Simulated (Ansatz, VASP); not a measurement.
# Te: VASP beside Ansatz

```
CELL_PARAMETERS angstrom
4.11738 -2.11273 0.00000
4.11738 2.11273 0.00000
0.00000 0.00000 8.42916
ATOMIC_POSITIONS crystal
Te 0.74901 0.25099 0.12525
Te 0.75099 0.24901 0.62525
Te 0.25099 0.74901 0.87475
Te 0.24901 0.75099 0.37475
```

Alike in both runs: functional r2SCAN; k mesh 4 × 4 × 2; occupations gaussian, width 0.1 eV; no spin polarisation.

Ansatz relaxed the structure, and its values are those at the end. VASP's run is a single point on that final structure, the one shown.

```csv
,VASP,Ansatz
version,VASP 6.6.1,Ansatz 0.2.0
potentials or method,"VASP PAW PBE potentials, release 64 (Te), cutoff 520 eV","scalar-relativistic, plane waves, PAW"
valence electrons in the cell,24,64
```

```csv
,VASP,Ansatz,Ansatz less VASP
gap on the k mesh at the Fermi level (eV),none,none,-
pressure (GPa),0.1,0.1,+0.02
rms of the force components (eV/Å),0.015,0.014,-0.0003
```

VASP's potentials were made for PBE, not for r2SCAN. A gap of «none» marks a metal or a gap that the smearing closes. VASP's potentials hold 24 valence electrons a cell and Ansatz's 64, so a difference there can come from the potentials and not from the codes.

The k mesh is coarse, so the values compare programs but aren't converged. Spin-orbit coupling is off throughout.
